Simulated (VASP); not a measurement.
# AlB2Sb3 (P6/mmm) in VASP: a series of runs

Runs on AlB2Sb3. Level: PBE. Tasks: single point, relaxation of cell and atoms.

Program: VASP 6.6.1. These are calculated values, not measurements. Logs are shortened: lines on timing, memory, paths and dates and some standing lists are left out, and cuts for length are marked.

## Step 1: The cell of the first run

It takes space group P6/mmm (No. 191, hexagonal). The conventional cell has a = 6.629 Å, b = 6.629 Å, c = 3.221 Å, α = 90.00°, β = 90.00°, γ = 120.00°. Within 4.2 Å of Al (site symmetry 6/mmm) lie 2 Al at 3.22 Å and 12 Sb at 3.69 Å and 6 B at 3.83 Å. Within 3.3 Å of B (site symmetry -6m2) lie 6 Sb at 2.50 Å and 2 B at 3.22 Å. Sb (site symmetry mmm) has 4 B at 2.50 Å and 2 Sb at 3.22 Å within 3.3 Å.

## Step 2: Single point, PBE

INCAR reads:

```
SYSTEM = AlB2Sb3
ALGO = Normal
EDIFF = 1E-6
ENCUT = 520
GGA = PE
ISIF = 2
ISMEAR = 0
LASPH = .True.
LCHARG = .True.
LELF = .True.
LREAL = .False.
LVHAR = .True.
LWAVE = .False.
NBANDS = 21
NELM = 100
PREC = Accurate
SIGMA = 0.1
```

KPOINTS reads:

```
k-points
0
Gamma
  3 3 6
  0 0 0
```

POSCAR reads:

```
AlB2Sb3
1.0
    6.6289990206      0.0000000000      0.0000000000
   -3.3144995103      5.7408815535      0.0000000000
    0.0000000000      0.0000000000      3.2208700503
Al B Sb
1 2 3
Direct
    0.0000000000      0.0000000000      0.0000000000
    0.3333333333      0.6666666667      0.0000000000
    0.6666666667      0.3333333333      0.0000000000
    0.5000000000      0.0000000000      0.5000000000
    0.5000000000      0.5000000000      0.5000000000
    0.0000000000      0.5000000000      0.5000000000
```

Potentials or basis: VASP PAW PBE potentials, release 64 (Al, B, Sb).

Command:

```
> cat potpaw_PBE.64/Al/POTCAR potpaw_PBE.64/B/POTCAR potpaw_PBE.64/Sb/POTCAR > POTCAR
> mpirun -np 1 vasp_std > vasp.out
```

OUTCAR:

```text
SYSTEM = AlB2Sb3
   EDIFF = 1E-6
   ENCUT = 520
   GGA = PE
   ISIF = 2
   ISMEAR = 0
   LASPH = .True.
   LREAL = .False.
   NELM = 100
   PREC = Accurate

 ion  position               nearest neighbor table
   1  0.000  0.000  0.000-
   2  0.333  0.667  0.000-   4 2.50   4 2.50   6 2.50   6 2.50   5 2.50   5 2.50
   3  0.667  0.333  0.000-   4 2.50   4 2.50   6 2.50   6 2.50   5 2.50   5 2.50
   4  0.500  0.000  0.500-   2 2.50   3 2.50   2 2.50   3 2.50   5 3.31   6 3.31   5 3.31   6 3.31

   5  0.500  0.500  0.500-   2 2.50   3 2.50   2 2.50   3 2.50   4 3.31   4 3.31   6 3.31   6 3.31

   6  0.000  0.500  0.500-   2 2.50   3 2.50   2 2.50   3 2.50   4 3.31   4 3.31   5 3.31   5 3.31

  LATTYP: Found a hexagonal cell.
 ALAT       =     6.6289990206
 C/A-ratio  =     0.4858757771

  Lattice vectors:

 A1 = (   6.6289990206,   0.0000000000,   0.0000000000)
 A2 = (  -3.3144995103,   5.7408815535,   0.0000000000)
 A3 = (   0.0000000000,   0.0000000000,   3.2208700503)

Analysis of symmetry for initial positions (statically):
=====================================================================
 Subroutine PRICEL returns:
 Original cell was already a primitive cell.

 Routine SETGRP: Setting up the symmetry group for a
 hexagonal supercell.

 Subroutine GETGRP returns: Found 24 space group operations
 (whereof 24 operations were pure point group operations)
 out of a pool of 24 trial point group operations.

The static configuration has the point symmetry D_6h.

Analysis of symmetry for dynamics (positions and initial velocities):
=====================================================================
 Subroutine PRICEL returns:
 Original cell was already a primitive cell.

 Routine SETGRP: Setting up the symmetry group for a
 hexagonal supercell.

 Subroutine GETGRP returns: Found 24 space group operations
 (whereof 24 operations were pure point group operations)
 out of a pool of 24 trial point group operations.

The dynamic configuration has the point symmetry D_6h.

 Subroutine INISYM returns: Found 24 space group operations
 (whereof 24 operations are pure point group operations),
 and found     1 'primitive' translations

----------------------------------------------------------------------------------------

                                     Primitive cell

  volume of cell :     122.5744

  direct lattice vectors                    reciprocal lattice vectors
     6.628999021  0.000000000  0.000000000     0.150852338  0.087094638  0.000000000
    -3.314499510  5.740881554  0.000000000     0.000000000  0.174189276  0.000000000
     0.000000000  0.000000000  3.220870050     0.000000000  0.000000000  0.310475115

  length of vectors
     6.628999021  6.628999021  3.220870050     0.174189276  0.174189276  0.310475115

  position of ions in fractional coordinates (direct lattice)
     0.000000000  0.000000000  0.000000000
     0.333333333  0.666666667  0.000000000
     0.666666667  0.333333333  0.000000000
     0.500000000  0.000000000  0.500000000
     0.500000000  0.500000000  0.500000000
     0.000000000  0.500000000  0.500000000

  ion indices of the primitive-cell ions
   primitive index   ion index
                 1           1
                 2           2
                 3           3
                 4           4
                 5           5
                 6           6

----------------------------------------------------------------------------------------

 KPOINTS: k-points

Automatic generation of k-mesh.
 Grid dimensions read from file:
 generate k-points for:    3    3    6

 Generating k-lattice:

  Cartesian coordinates                     Fractional coordinates (reciprocal lattice)
     0.050284113  0.029031546  0.000000000     0.333333333  0.000000000  0.000000000
     0.000000000  0.058063092  0.000000000     0.000000000  0.333333333  0.000000000
     0.000000000  0.000000000  0.051745853     0.000000000  0.000000000  0.166666667

  Length of vectors
     0.058063092  0.058063092  0.051745853

  Shift w.r.t. Gamma in fractional coordinates (k-lattice)
     0.000000000  0.000000000  0.000000000

 Subroutine IBZKPT returns following result:
 ===========================================

 Found     12 irreducible k-points:

 Following reciprocal coordinates:
            Coordinates               Weight
  0.000000  0.000000  0.000000      1.000000
  0.333333  0.000000  0.000000      6.000000
  0.333333  0.333333  0.000000      2.000000
  0.000000  0.000000  0.166667      2.000000
  0.333333  0.000000  0.166667     12.000000
  0.333333  0.333333  0.166667      4.000000
  0.000000  0.000000  0.333333      2.000000
  0.333333  0.000000  0.333333     12.000000
  0.333333  0.333333  0.333333      4.000000
  0.000000  0.000000  0.500000      1.000000
  0.333333  0.000000  0.500000      6.000000
  0.333333  0.333333  0.500000      2.000000
   k-points           NKPTS =     12   k-points in BZ     NKDIM =     12   number of bands    NBANDS=     21
   number of dos      NEDOS =    301   number of ions     NIONS =      6
   total plane-waves  NPLWV =  60000
   dimension x,y,z NGX =    50 NGY =   50 NGZ =   24
   dimension x,y,z NGXF=   100 NGYF=  100 NGZF=   48
   ions per type =               1   2   3
   NGX,Y,Z   is equivalent  to a cutoff of  12.54, 12.54, 12.39 a.u.
   NGXF,Y,Z  is equivalent  to a cutoff of  25.08, 25.08, 24.78 a.u.
 SYSTEM =  AlB2Sb3
   PREC   = accura    normal or accurate (medium, high low for compatibility)
   ISTART =      0    job   : 0-new  1-cont  2-samecut
   ICHARG =      2    charge: 1-file 2-atom 10-const
   ISPIN  =      1    spin polarized calculation?
   LNONCOLLINEAR =      F non collinear calculations
   LSORBIT =      F    spin-orbit coupling
   LASPH  =      T    aspherical Exc in radial PAW
   ENCUT  =  520.0 eV  38.22 Ry    6.18 a.u.  12.33 12.33  5.99*2*pi/ulx,y,z
   NELM   =    100;   NELMIN=  2; NELMDL= -5     # of ELM steps
   EDIFF  = 0.1E-05   stopping-criterion for ELM
   LREAL  =      F    real-space projection
   EDIFFG = 0.1E-04   stopping-criterion for IOM
   NSW    =      0    number of steps for IOM
   IBRION =     -1    ionic relax: 0-MD 1-quasi-New 2-CG
   NFREE  =      0    steps in history (QN), initial steepest desc. (CG)
   ISIF   =      2    stress and relaxation
   ISYM   =      2    0-nonsym 1-usesym 2-fastsym
   POTIM  = 0.5000    time-step for ionic-motion
   TEBEG  =    0.0;   TEEND  =   0.0 temperature during run
   PSTRESS=    0.0 pullay stress
   NELECT =      24.0000    total number of electrons
   NUPDOWN=      -1.0000    fix difference up-down
   EMIN   =  10.00;   EMAX   =-10.00  energy-range for DOS
   EFERMI =   0.00;   METHOD = LEGACY
   ISMEAR =     0;   SIGMA  =   0.10  broadening in eV -4-tet -1-fermi 0-gaus
   EFERMI_NEDOS =   21; number of points for ismear=-14 and -15
   IALGO  =     38    algorithm
   IMIX   =      4    mixing-type and parameters
     AMIX     =   0.40;   BMIX     =  1.00
     AMIX_MAG =   1.60;   BMIX_MAG =  1.00
  volume/ion in A,a.u.               =      20.43       137.86
  Fermi-wavevector in a.u.,A,eV,Ry     =   0.950631  1.796432 12.295577  0.903699
  Thomas-Fermi vector in A             =   2.079026
   LORBIT       =      0    0 simple, 1 ext, 2 COOP (PROOUT), +10 PAW based schemes
   GGA     = PE    functional components
   LHFCALC =     F    Hartree Fock is set to
   AEXX    =    0.0000 exact exchange contribution
   IVDW    =     0    specifies the selected vdW correction
   LEPSILON=     F    determine dielectric tensor
   LRPA    =     F    only Hartree local field effects (RPA)
 non-spin polarized calculation
 Gauss-broadening in eV      SIGMA  =   0.10
  energy-cutoff  :      520.00
  volume of cell :      122.57
 maximum number of plane-waves:      3336
 NGX is ok and might be reduce to    50
   NGX = 25   NGY = 25   NGZ = 11

 number of electron      23.9999999 magnetization

 Free energy of the ion-electron system (eV)
  ---------------------------------------------------
  ext. energy  EPLUGINS =         0.00000000
  ---------------------------------------------------
  free energy    TOTEN  =       -23.62802861 eV

  energy without entropy =      -23.61920230  energy(sigma->0) =      -23.62361546

 E-fermi :   7.1455     XC(G=0): -10.0220

 val. band max:        7.0662645962   @ k =   0.3333   0.3333   0.0000
 cond. band min:       7.2198068310   @ k =   0.0000   0.0000   0.0000
 fundamental gap:      0.1535422348
 Fermi energy:         7.1454638705

 k-point     1 :       0.0000    0.0000    0.0000
  band No.  band energies     occupation
      1      -6.2294      2.00000
      2      -2.8783      2.00000
      3      -2.8783      2.00000
      4      -2.2622      2.00000
      5       1.8792      2.00000
      6       1.8792      2.00000
[... 13 lines left out ...]
     20      11.9622      0.00000
     21      12.1351      0.00000

 k-point     2 :       0.3333    0.0000    0.0000
  band No.  band energies     occupation
      1      -5.8628      2.00000
      2      -4.4283      2.00000
      3      -2.9788      2.00000
      4      -0.5680      2.00000
      5       1.1850      2.00000
      6       2.8371      2.00000
[... 13 lines left out ...]
     20      12.3857      0.00000
     21      12.7467      0.00000

 k-point     3 :       0.3333    0.3333    0.0000
  band No.  band energies     occupation
      1      -5.2612      2.00000
      2      -5.2612      2.00000
      3      -3.1514      2.00000
      4       0.9645      2.00000
      5       0.9645      2.00000
      6       1.4461      2.00000
[... 13 lines left out ...]
     20      13.1912      0.00000
     21      13.6063      0.00000

 k-point     4 :       0.0000    0.0000    0.1667
  band No.  band energies     occupation
      1      -5.8459      2.00000
      2      -2.4788      2.00000
      3      -2.4788      2.00000
      4      -1.8817      2.00000
      5       2.2940      2.00000
      6       2.2940      2.00000
[... 13 lines left out ...]
     20      11.7729      0.00000
     21      13.5381      0.00000

 k-point     5 :       0.3333    0.0000    0.1667
  band No.  band energies     occupation
      1      -5.4788      2.00000
      2      -4.0404      2.00000
      3      -2.5787      2.00000
      4      -0.1735      2.00000
      5       1.5787      2.00000
      6       3.2523      2.00000
[... 13 lines left out ...]
     20      12.8531      0.00000
     21      13.0589      0.00000

 k-point     6 :       0.3333    0.3333    0.1667
  band No.  band energies     occupation
      1      -4.8760      2.00000
      2      -4.8760      2.00000
      3      -2.7501      2.00000
      4       1.3563      2.00000
      5       1.3563      2.00000
      6       1.8400      2.00000
[... 13 lines left out ...]
     20      12.7870      0.00000
     21      13.5850      0.00000

 k-point     7 :       0.0000    0.0000    0.3333
  band No.  band energies     occupation
      1      -4.7291      2.00000
      2      -1.3084      2.00000
      3      -1.3084      2.00000
      4      -0.7699      2.00000
      5       0.3848      2.00000
      6       3.4947      2.00000
[... 13 lines left out ...]
     20      12.5054      0.00000
     21      12.5762      0.00000

 k-point     8 :       0.3333    0.0000    0.3333
  band No.  band energies     occupation
      1      -4.3605      2.00000
      2      -2.9091      2.00000
      3      -1.4079      2.00000
      4       0.7375      2.00000
      5       0.9654      2.00000
      6       2.1742      2.00000
[... 13 lines left out ...]
     20      11.6407      0.00000
     21      11.7392      0.00000

 k-point     9 :       0.3333    0.3333    0.3333
  band No.  band energies     occupation
      1      -3.7540      2.00000
      2      -3.7540      2.00000
      3      -1.5758      2.00000
      4       1.2933      2.00000
      5       1.2933      2.00000
      6       2.6267      2.00000
[... 13 lines left out ...]
     20      12.1588      0.00000
     21      12.1588      0.00000

 k-point    10 :       0.0000    0.0000    0.5000
  band No.  band energies     occupation
      1      -3.5131      2.00000
      2      -1.5663      2.00000
      3      -0.0220      2.00000
      4      -0.0220      2.00000
      5       0.6192      2.00000
      6       1.6433      2.00000
[... 13 lines left out ...]
     20      10.7771      0.00000
     21      11.0217      0.00000

 k-point    11 :       0.3333    0.0000    0.5000
  band No.  band energies     occupation
      1      -3.1407      2.00000
      2      -1.6549      2.00000
      3      -1.2087      2.00000
      4      -0.1272      2.00000
      5       0.1658      2.00000
      6       1.9825      2.00000
[... 13 lines left out ...]
     20      12.0022      0.00000
     21      12.1605      0.00000

 k-point    12 :       0.3333    0.3333    0.5000
  band No.  band energies     occupation
      1      -2.5238      2.00000
      2      -2.5238      2.00000
      3      -0.6283      2.00000
      4      -0.6283      2.00000
      5      -0.2848      2.00000
      6       1.7733      2.00000
[... 13 lines left out ...]
     20      11.1036      0.00000
     21      11.1036      0.00000

------------------------ aborting loop because EDIFF is reached ----------------------------------------

  FORCE on cell =-STRESS in cart. coord.  units (eV):
  Direction    XX          YY          ZZ          XY          YZ          ZX
  --------------------------------------------------------------------------------------
  -------------------------------------------------------------------------------------
  Total       -0.1631318     -0.1631318      0.2451852      0.0000000      0.0000000      0.0000000
  in kB       -2.1323051     -2.1323051      3.2048307      0.0000000      0.0000000      0.0000000
  external PRESSURE =      -0.3532598 kB  Pullay stress =       0.0000000 kB

 VOLUME and BASIS-vectors are now :
 -----------------------------------------------------------------------------
  energy-cutoff  :      520.00
  volume of cell :      122.57
      direct lattice vectors                 reciprocal lattice vectors
     6.628999021  0.000000000  0.000000000     0.150852338  0.087094638  0.000000000
    -3.314499510  5.740881554  0.000000000     0.000000000  0.174189276  0.000000000
     0.000000000  0.000000000  3.220870050     0.000000000  0.000000000  0.310475115

 POSITION                                       TOTAL-FORCE (eV/Angst)
 -----------------------------------------------------------------------------------
      0.00000      0.00000      0.00000         0.000000      0.000000      0.000000
     -0.00000      3.82725      0.00000        -0.000000      0.000000      0.000000
      3.31450      1.91363      0.00000        -0.000000      0.000000      0.000000
      3.31450      0.00000      1.61044         0.000000      0.000000      0.000000
      1.65725      2.87044      1.61044         0.000000      0.000000      0.000000
     -1.65725      2.87044      1.61044         0.000000      0.000000      0.000000
 -----------------------------------------------------------------------------------
    total drift:                               -0.000000     -0.000000     -0.000000

  FREE ENERGIE OF THE ION-ELECTRON SYSTEM (eV)
  ---------------------------------------------------
  free  energy   TOTEN  =       -23.6280286146 eV

  energy  without entropy=      -23.6192022987  energy(sigma->0) =      -23.62361546
```

Run time: 36 s. Hardware: 1 thread of AMD EPYC 7R43 (Zen 3), shared host; peak memory 0.21 GiB.

What came out:

| Quantity | Value |
| --- | --- |
| Free energy | -23.6280 eV |
| Pressure | 0.0 GPa |
| Band gap on the k mesh | zero (band 12 reaches 8.69 eV, above the bottom of band 13 at 6.34 eV) |

Caveat: the k points lie up to 0.36 Å⁻¹ apart; spin-orbit coupling is left out, which moves the levels of the heavy elements.

## Step 3: Relaxation of cell and atoms, PBE

This run uses another cell than the first one, of 19.09 Å³/atom, 0.934 times its volume.

INCAR reads:

```
PREC = Accurate ; ENCUT = 600
EDIFF = 1E-6 ; ISMEAR = 0
SIGMA = 0.1 ; LREAL = False
LASPH = True ; NELM = 80
ALGO = Normal ; ISIF = 3
LWAVE = False ; LCHARG = False
GGA = PE ; IBRION = 2
NSW = 90 ; EDIFFG = -0.04
```

KPOINTS reads:

```
regular mesh
0
Gamma
  3 3 6
```

POSCAR reads:

```
AlB2Sb3
1.0
    6.1752008600      0.0000000000      0.0000000000
   -3.0876004300      5.3478808200      0.0000000000
    0.0000000000      0.0000000000      3.4685266500
Al B Sb
1 2 3
Direct
    0.0000000000      0.0000000000      0.0000000000
    0.3333333300      0.6666666700      0.0000000000
    0.6666666700      0.3333333300      0.0000000000
    0.5000000000      0.0000000000      0.5000000000
    0.5000000000      0.5000000000      0.5000000000
    0.0000000000      0.5000000000      0.5000000000
```

Potentials or basis: VASP PAW PBE potentials, release 64 (Al, B, Sb).

Command:

```
> cat potpaw_PBE.64/Al/POTCAR potpaw_PBE.64/B/POTCAR potpaw_PBE.64/Sb/POTCAR > POTCAR
> mpirun -np 1 vasp_std > vasp.out
```

It took 4.5 min on 1 thread of AMD EPYC 7R43 (Zen 3), shared host; peak memory 0.24 GiB.

The run converged. Its results:

```
Free energy                            : -23.6285 eV
Relaxed volume                         : 20.38 Å³/atom
Relaxed cell                           : a = 6.614 Å, b = 6.614 Å, c = 3.229 Å, α = 90.00°, β = 90.00°, γ = 120.00°
Space group after relaxing (to 0.05 Å) : P6/mmm (No. 191)
Energy gained by relaxing              : 80.5 meV/atom
Ionic steps                            : 12
Pressure after relaxing                : 0.0 GPa
Band gap on the k mesh                 : zero (band 12 reaches 8.67 eV, above the bottom of band 13 at 6.36 eV)
```

Stress tensor (GPa, compression positive):
```
 0.10  0.00  0.00
 0.00  0.10  0.00
 0.00  0.00 -0.15
```

Step by step:
| step | energy change (eV) | largest force (eV/Å) | pressure (GPa) | volume (Å³) |
| --- | --- | --- | --- | --- |
| 1 | 0.0000 | 0.0000 | 5.45 | 114.55 |
| 2 | -0.2932 | 0.0000 | -1.20 | 125.46 |
| 3 | -0.2971 | 0.0000 | -1.55 | 126.27 |
| 4 | -0.3052 | 0.0000 | -2.25 | 127.90 |
| 5 | -0.3027 | 0.0000 | -3.61 | 131.18 |
| 6 | -0.3086 | 0.0000 | -2.70 | 128.95 |
| 7 | -0.4702 | 0.0000 | -1.18 | 125.44 |
| 8 | -0.4705 | 0.0000 | -1.08 | 125.33 |
| 9 | -0.4825 | 0.0000 | -0.13 | 122.78 |
| 10 | -0.4829 | 0.0000 | 0.17 | 122.10 |
| 11 | -0.4830 | 0.0000 | 0.10 | 122.25 |
| 12 | -0.4832 | 0.0000 | 0.01 | 122.30 |

Final structure:
```xyz
6
Lattice="6.6136 0.0000 0.0000 -3.3068 5.7275 0.0000 0.0000 0.0000 3.2287" Properties=species:S:1:pos:R:3 pbc="T T T"
Al    0.0000    0.0000    0.0000
B     0.0000    3.8183    0.0000
B     3.3068    1.9092    3.2287
Sb    3.3068    0.0000    1.6144
Sb    1.6534    2.8638    1.6144
Sb   -1.6534    2.8638    1.6144
```

Levels at points of the mesh, in eV from the Fermi level:
```
           k point  band 9  band 10  band 11  band 12  band 13  band 14  band 15  band 16
(0.00, 0.00, 0.00)   -0.55    -0.55     0.11     1.51     1.67     3.48     3.48     4.17
(0.00, 0.00, 0.50)   -2.29    -2.29    -2.14    -1.14    -0.81    -0.81     2.90     2.90
```

Caveat: the k points lie up to 0.37 Å⁻¹ apart in the final cell; spin-orbit coupling is left out, which moves the levels of the heavy elements.
